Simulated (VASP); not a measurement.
# MoS2 (R3m) in VASP: a series of runs, part 2 of 2

VASP 6.6.1. The steps go on from the part before.

**3. Single point, PBE**

Input file INCAR:

```
PREC = Accurate ; ENCUT = 520
EDIFF = 1E-6 ; ISMEAR = -1
SIGMA = 0.1 ; LREAL = F
LASPH = T ; NELM = 100
ALGO = Normal ; ISIF = 2
LWAVE = F ; LCHARG = F
GGA = PE ; NBANDS = 20
```

Input file KPOINTS:

```
regular mesh
0
Gamma
  10 10 10
```

Input file POSCAR:

```
MoS2
1.0
    1.5800000000      0.9122134300      6.1500000000
   -1.5800000000      0.9122134300      6.1500000000
    0.0000000000     -1.8244268500      6.1500000000
Mo S
1 2
Direct
    0.0000000000      0.0000000000      0.0000000000
    0.2499999995      0.2499999995      0.2500000009
    0.4169999992      0.4169999992      0.4170000015
```

Potentials or basis: VASP PAW PBE potentials, release 64 (Mo_sv, S).

Launch:

```console
$ cat potpaw_PBE.64/Mo_sv/POTCAR potpaw_PBE.64/S/POTCAR > POTCAR
$ mpirun -np 1 vasp_std > vasp.out
```

OUTCAR:

```text
PREC = Accurate
   ENCUT = 520
   EDIFF = 1E-6
   ISMEAR = -1
   LREAL = F
   LASPH = T
   NELM = 100
   ISIF = 2
   GGA = PE

 ion  position               nearest neighbor table
   1  0.000  0.000  0.000-   2 2.39   2 2.39   2 2.39   3 2.39   3 2.39   3 2.39
   2  0.250  0.250  0.250-   1 2.39   1 2.39   1 2.39
   3  0.417  0.417  0.417-   1 2.39   1 2.39   1 2.39

  LATTYP: Found a trigonal (rhomboedric) cell.
 ALAT       =     6.4149071187
 COS(alpha) =     0.8786713332

  Lattice vectors:

 A1 = (   1.5800000000,   0.9122134300,   6.1500000000)
 A2 = (  -1.5800000000,   0.9122134300,   6.1500000000)
 A3 = (   0.0000000000,  -1.8244268500,   6.1500000000)

Analysis of symmetry for initial positions (statically):
=====================================================================
 Subroutine PRICEL returns:
 Original cell was already a primitive cell.

 Routine SETGRP: Setting up the symmetry group for a
 trigonal (rhombohedral) supercell.

 Subroutine GETGRP returns: Found  6 space group operations
 (whereof  6 operations were pure point group operations)
 out of a pool of 12 trial point group operations.

The static configuration has the point symmetry C_3v.

Analysis of symmetry for dynamics (positions and initial velocities):
=====================================================================
 Subroutine PRICEL returns:
 Original cell was already a primitive cell.

 Routine SETGRP: Setting up the symmetry group for a
 trigonal (rhombohedral) supercell.

 Subroutine GETGRP returns: Found  6 space group operations
 (whereof  6 operations were pure point group operations)
 out of a pool of 12 trial point group operations.

The dynamic configuration has the point symmetry C_3v.

 Subroutine INISYM returns: Found  6 space group operations
 (whereof  6 operations are pure point group operations),
 and found     1 'primitive' translations

----------------------------------------------------------------------------------------

                                     Primitive cell

  volume of cell :      53.1839

  direct lattice vectors                    reciprocal lattice vectors
     1.580000000  0.912213430  6.150000000     0.316455696  0.182705781  0.054200542
    -1.580000000  0.912213430  6.150000000    -0.316455696  0.182705781  0.054200542
     0.000000000 -1.824426850  6.150000000     0.000000000 -0.365411562  0.054200542

  length of vectors
     6.414907119  6.414907119  6.414907118     0.369409405  0.369409405  0.369409405

  position of ions in fractional coordinates (direct lattice)
     0.000000000  0.000000000  0.000000000
     0.249999999  0.249999999  0.250000001
     0.416999999  0.416999999  0.417000001

  ion indices of the primitive-cell ions
   primitive index   ion index
                 1           1
                 2           2
                 3           3

----------------------------------------------------------------------------------------

 KPOINTS: regular mesh

Automatic generation of k-mesh.
 Grid dimensions read from file:
 generate k-points for:   10   10   10

 Generating k-lattice:

  Cartesian coordinates                     Fractional coordinates (reciprocal lattice)
     0.031645570  0.018270578  0.005420054     0.100000000  0.000000000  0.000000000
    -0.031645570  0.018270578  0.005420054     0.000000000  0.100000000  0.000000000
     0.000000000 -0.036541156  0.005420054     0.000000000  0.000000000  0.100000000

  Length of vectors
     0.036940941  0.036940941  0.036940941

  Shift w.r.t. Gamma in fractional coordinates (k-lattice)
     0.000000000  0.000000000  0.000000000

 Subroutine IBZKPT returns following result:
 ===========================================

 Found    116 irreducible k-points:

 Following reciprocal coordinates:
            Coordinates               Weight
  0.000000  0.000000  0.000000      1.000000
  0.100000 -0.000000 -0.000000      6.000000
  0.200000 -0.000000 -0.000000      6.000000
  0.300000  0.000000  0.000000      6.000000
  0.400000  0.000000  0.000000      6.000000
  0.500000 -0.000000  0.000000      3.000000
[... 16 lines left out ...]
  0.300000  0.300000  0.000000      6.000000
  0.400000  0.300000 -0.000000     12.000000
 [... further k-points ...]
   k-points           NKPTS =    116   k-points in BZ     NKDIM =    116   number of bands    NBANDS=     20
   number of dos      NEDOS =    301   number of ions     NIONS =      3
   total plane-waves  NPLWV = 110592
   dimension x,y,z NGX =    48 NGY =   48 NGZ =   48
   dimension x,y,z NGXF=    96 NGYF=   96 NGZF=   96
   ions per type =               1   2
   NGX,Y,Z   is equivalent  to a cutoff of  12.44, 12.44, 12.44 a.u.
   NGXF,Y,Z  is equivalent  to a cutoff of  24.88, 24.88, 24.88 a.u.
 SYSTEM =  unknown system
   PREC   = accura    normal or accurate (medium, high low for compatibility)
   ISTART =      0    job   : 0-new  1-cont  2-samecut
   ICHARG =      2    charge: 1-file 2-atom 10-const
   ISPIN  =      1    spin polarized calculation?
   LNONCOLLINEAR =      F non collinear calculations
   LSORBIT =      F    spin-orbit coupling
   LASPH  =      T    aspherical Exc in radial PAW
   ENCUT  =  520.0 eV  38.22 Ry    6.18 a.u.  11.93 11.93 11.93*2*pi/ulx,y,z
   NELM   =    100;   NELMIN=  2; NELMDL= -5     # of ELM steps
   EDIFF  = 0.1E-05   stopping-criterion for ELM
   LREAL  =      F    real-space projection
   EDIFFG = 0.1E-04   stopping-criterion for IOM
   NSW    =      0    number of steps for IOM
   IBRION =     -1    ionic relax: 0-MD 1-quasi-New 2-CG
   NFREE  =      0    steps in history (QN), initial steepest desc. (CG)
   ISIF   =      2    stress and relaxation
   ISYM   =      2    0-nonsym 1-usesym 2-fastsym
   POTIM  = 0.5000    time-step for ionic-motion
   TEBEG  =    0.0;   TEEND  =   0.0 temperature during run
   PSTRESS=    0.0 pullay stress
   NELECT =      26.0000    total number of electrons
   NUPDOWN=      -1.0000    fix difference up-down
   EMIN   =  10.00;   EMAX   =-10.00  energy-range for DOS
   EFERMI =   0.00;   METHOD = LEGACY
   ISMEAR =    -1;   SIGMA  =   0.10  broadening in eV -4-tet -1-fermi 0-gaus
   EFERMI_NEDOS =   21; number of points for ismear=-14 and -15
   IALGO  =     38    algorithm
   IMIX   =      4    mixing-type and parameters
     AMIX     =   0.40;   BMIX     =  1.00
     AMIX_MAG =   1.60;   BMIX_MAG =  1.00
  volume/ion in A,a.u.               =      17.73       119.63
  Fermi-wavevector in a.u.,A,eV,Ry     =   1.289652  2.437089 22.629252  1.663203
  Thomas-Fermi vector in A             =   2.421532
   LORBIT       =      0    0 simple, 1 ext, 2 COOP (PROOUT), +10 PAW based schemes
   GGA     = PE    functional components
   LHFCALC =     F    Hartree Fock is set to
   AEXX    =    0.0000 exact exchange contribution
   IVDW    =     0    specifies the selected vdW correction
   LEPSILON=     F    determine dielectric tensor
   LRPA    =     F    only Hartree local field effects (RPA)
 non-spin polarized calculation
  energy-cutoff  :      520.00
  volume of cell :       53.18
 maximum number of plane-waves:      1448
   NGX = 23   NGY = 23   NGZ = 23

 number of electron      25.9999998 magnetization

 Free energy of the ion-electron system (eV)
  ---------------------------------------------------
  ext. energy  EPLUGINS =         0.00000000
  ---------------------------------------------------
  free energy    TOTEN  =       -21.78971534 eV

  energy without entropy =      -21.78939147  energy(sigma->0) =      -21.78955341

 E-fermi :   8.0062     XC(G=0): -10.8262

 val. band max:        7.6560469549   @ k =   0.5000   0.5000   0.5000
 cond. band min:       8.6248366668   @ k =  -0.2000   0.2000   0.0000
 fundamental gap:      0.9687897118
 Fermi energy:         8.0062145895

 k-point     1 :       0.0000    0.0000    0.0000
  band No.  band energies     occupation
      1     -53.9098      2.00000
      2     -28.0756      2.00000
      3     -27.8481      2.00000
      4     -27.8481      2.00000
      5      -7.4610      2.00000
      6      -5.7413      2.00000
[... 12 lines left out ...]
     19      15.7986      0.00000
     20      16.1582      0.00000
[... 507 lines left out ...]
 k-point    24 :       0.4000    0.3000   -0.0000
  band No.  band energies     occupation
      1     -53.8753      2.00000
      2     -28.1690      2.00000
      3     -28.0070      2.00000
      4     -27.9430      2.00000
      5      -5.8337      2.00000
      6      -5.3401      2.00000
[... 12 lines left out ...]
     19      15.3357      0.00000
     20      16.2419      0.00000

 [... further k-points ...]

------------------------ aborting loop because EDIFF is reached ----------------------------------------

  FORCE on cell =-STRESS in cart. coord.  units (eV):
  Direction    XX          YY          ZZ          XY          YZ          ZX
  --------------------------------------------------------------------------------------
  -------------------------------------------------------------------------------------
  Total        1.4728143      1.4728143      2.2464748      0.0000000      0.0000000      0.0000000
  in kB       44.3689000     44.3689002     67.6756158      0.0000000      0.0000000      0.0000000
  external PRESSURE =      52.1378054 kB  Pullay stress =       0.0000000 kB

 VOLUME and BASIS-vectors are now :
 -----------------------------------------------------------------------------
  energy-cutoff  :      520.00
  volume of cell :       53.18
      direct lattice vectors                 reciprocal lattice vectors
     1.580000000  0.912213430  6.150000000     0.316455696  0.182705781  0.054200542
    -1.580000000  0.912213430  6.150000000    -0.316455696  0.182705781  0.054200542
     0.000000000 -1.824426850  6.150000000     0.000000000 -0.365411562  0.054200542

 POSITION                                       TOTAL-FORCE (eV/Angst)
 -----------------------------------------------------------------------------------
      0.00000      0.00000      0.00000         0.000000      0.000000      0.086573
      0.00000     -0.00000      4.61250         0.000000     -0.000000     -0.505882
      0.00000     -0.00000      7.69365         0.000000      0.000000      0.419309
 -----------------------------------------------------------------------------------
    total drift:                               -0.000000      0.000003      0.000069

  FREE ENERGIE OF THE ION-ELECTRON SYSTEM (eV)
  ---------------------------------------------------
  free  energy   TOTEN  =       -21.7897153419 eV

  energy  without entropy=      -21.7893914711  energy(sigma->0) =      -21.78955341
```

OSZICAR:

```text
N       E                     dE             d eps       ncg     rms          rms(c)
DAV:   1     0.184071954781E+03    0.18407E+03   -0.13492E+04  4640   0.123E+03
DAV:   2    -0.158215567628E+02   -0.19989E+03   -0.19440E+03  5644   0.318E+02
DAV:   3    -0.231436779804E+02   -0.73221E+01   -0.72496E+01  5712   0.571E+01
DAV:   4    -0.232286045348E+02   -0.84927E-01   -0.84884E-01  5596   0.651E+00
DAV:   5    -0.232299509221E+02   -0.13464E-02   -0.13463E-02  5856   0.800E-01    0.252E+01
DAV:   6    -0.221423477937E+02    0.10876E+01   -0.10032E+01  4900   0.194E+01    0.912E+00
DAV:   7    -0.218882604375E+02    0.25409E+00   -0.35773E+00  4724   0.110E+01    0.610E+00
DAV:   8    -0.217894677264E+02    0.98793E-01   -0.50954E-01  5224   0.443E+00    0.179E+00
DAV:   9    -0.217907858780E+02   -0.13182E-02   -0.20220E-02  5424   0.900E-01    0.630E-01
DAV:  10    -0.217896898377E+02    0.10960E-02   -0.80066E-03  5196   0.599E-01    0.123E-01
DAV:  11    -0.217897132725E+02   -0.23435E-04   -0.47232E-04  5452   0.152E-01    0.605E-02
DAV:  12    -0.217896990833E+02    0.14189E-04   -0.63723E-05  5264   0.502E-02    0.235E-02
DAV:  13    -0.217897150979E+02   -0.16015E-04   -0.22870E-05  4980   0.279E-02    0.959E-03
DAV:  14    -0.217897153419E+02   -0.24405E-06   -0.11758E-06  4360   0.666E-03
   1 F= -.21789715E+02 E0= -.21789553E+02  d E =-.323871E-03
```

Wall time 6.3 min (1 thread of Intel Xeon 8259CL, shared host); peak memory 0.38 GiB.

What came out:

```
Free energy            : -21.7897 eV
Pressure               : 5.2 GPa
Largest force          : 0.506 eV/Å
Band gap on the k mesh : 0.97 eV (least direct gap 1.96 eV)
```

Forces in eV/Å, atoms in the order of the input:
```
Mo   0.000  0.000  0.087
S    0.000  0.000 -0.506
S    0.000  0.000  0.419
```

Levels at points of the mesh, in eV from the valence-band top:
```
           k point  band 10  band 11  band 12  band 13  band 14  band 15  band 16  band 17
(0.00, 0.00, 0.00)    -2.34    -2.34    -1.27    -1.17     2.03     2.03     2.45     2.45
(0.50, 0.00, 0.00)    -4.06    -2.37    -1.67    -1.49     1.59     2.02     3.49     3.50
(0.50, 0.50, 0.00)    -3.99    -2.93    -1.85    -1.32     1.54     2.14     3.03     3.92
(0.50, 0.50, 0.50)    -3.48    -2.31    -2.31     0.00     2.12     2.12     2.31     2.31
```

Caveat: the cell stands under pressure. A k mesh can miss the band edges.
